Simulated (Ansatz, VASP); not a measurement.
CaSe in VASP and in Ansatz

```
Ca Se
1.0
     0.00000    2.96753    2.96753
     2.96753    0.00000    2.96753
     2.96753    2.96753    0.00000
Ca Se
1 1
Direct
  0.00000 0.00000 0.00000
  0.50000 0.50000 0.50000
```

Alike in both runs: task single point; functional PBEsol; k mesh 6 × 6 × 6; no spin polarisation.

|  | VASP | Ansatz |
| --- | --- | --- |
| version | VASP 6.6.1 | Ansatz 0.2.0 |
| potentials or method | VASP PAW PBE potentials, release 64 (Ca_sv, Se) | plane waves |
| plane-wave cutoff (eV) | 500 | 420 |
| occupations | gaussian, width 0.01 eV | fixed |
| valence electrons in the cell | 16 | 26 |

|  | VASP | Ansatz | Ansatz less VASP |
| --- | --- | --- | --- |
| gap on the k mesh at the Fermi level (eV) | 1.95 | 1.96 | +0.012 |
| pressure (GPa) | -1.5 | -1.6 | -0.18 |

VASP's potentials were made for PBE, not for PBEsol. VASP's potentials hold 16 valence electrons a cell and Ansatz's 26, so a difference there can come from the potentials and not from the codes.
